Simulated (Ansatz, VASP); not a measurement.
Given: the input of a run of VASP 6.6.1 on GeCN2.

INCAR

```
ALGO = Normal ; EDIFF = 1E-6
ENCUT = 520 ; GGA = CA
ISIF = 2 ; ISMEAR = -1
LASPH = T ; LCHARG = F
LREAL = F ; LWAVE = F
NBANDS = 22 ; NELM = 80
PREC = Accurate ; SIGMA = 0.05
```

Contents of KPOINTS:

```
k-points
0
Gamma
  9 9 9
```

POSCAR

```
GeCN2
1.0
    1.7937903697      1.0356453528      4.9219572124
   -1.7937903697      1.0356453528      4.9219572124
    0.0000000000     -2.0712907056      4.9219572124
Ge N C
1 2 1
Direct
    0.0000000000      0.0000000000      0.0000000000
    0.5839044000      0.5839044000      0.5839044000
    0.4160956000      0.4160956000      0.4160956000
    0.5000000000      0.5000000000      0.5000000000
```

Potentials or basis: VASP PAW LDA potentials, release 64 (Ge_d, N, C).

Run with:

```sh
$ cat potpaw_LDA.64/Ge_d/POTCAR potpaw_LDA.64/N/POTCAR potpaw_LDA.64/C/POTCAR > POTCAR
$ mpirun -np 1 vasp_std > vasp.out
```

Q: Translate it to Ansatz 0.2.0. Potentials there: all-electron LAPW, scalar-relativistic.

A: As run (the cutoff follows the program's own potentials):

The input input.yaml:

```yaml
crystal:
  lattice:
    - [1.7937903697, 1.0356453528, 4.9219572124]
    - [-1.7937903697, 1.0356453528, 4.9219572124]
    - [0.0, -2.0712907056, 4.9219572124]
  atoms:
    - { symbol: Ge, position: [0.0, 0.0, 0.0] }
    - { symbol: "N", position: [0.5839044, 0.5839044, 0.5839044] }
    - { symbol: "N", position: [0.4160956, 0.4160956, 0.4160956] }
    - { symbol: C, position: [0.5, 0.5, 0.5] }
kpoints:
  mp_grid: { grid: [9, 9, 9] }
scf:
  occupations: { method: fermi_dirac, width: 0.05 }
hamiltonian:
  xc: lda
  pseudopotentials: { kind: all_electron, lapw: { basis_error: 0.002 } }
output:
  forces: true
  stress: true
  eigenvalues: true
```

Potentials or basis: all-electron LAPW, scalar-relativistic.

The run is started by

```bash
$ ansatz run input.yaml --threads 2 --pin off --max-ram 6144MiB --backend cpu --events-out ev --progress --plain --runs-dir out
```

Both were run:

|  | VASP | Ansatz | Ansatz less VASP |
| --- | --- | --- | --- |
| gap on the k mesh at the Fermi level (eV) | 0.95 | 0.97 | +0.019 |
| least direct gap on the mesh (eV) | 1.75 | 1.78 | +0.036 |
| pressure (GPa) | -6.4 | -6.6 | -0.21 |
| traceless stress, the component that is largest in VASP (GPa) | -1.49 | -2.25 | -0.765 |
| rms of the force components (eV/Å) | 0.076 | 0.132 | +0.0556 |

LDA's correlation is that of Perdew and Zunger in VASP and of Perdew and Wang (1992) in Ansatz. Atom by atom the forces differ by 0.056 eV/Å (rms over components). Ansatz ran all-electron here, and VASP with PAW potentials.

Noted on VASP's run: the standard files for N, O and F lose accuracy on very short bonds.
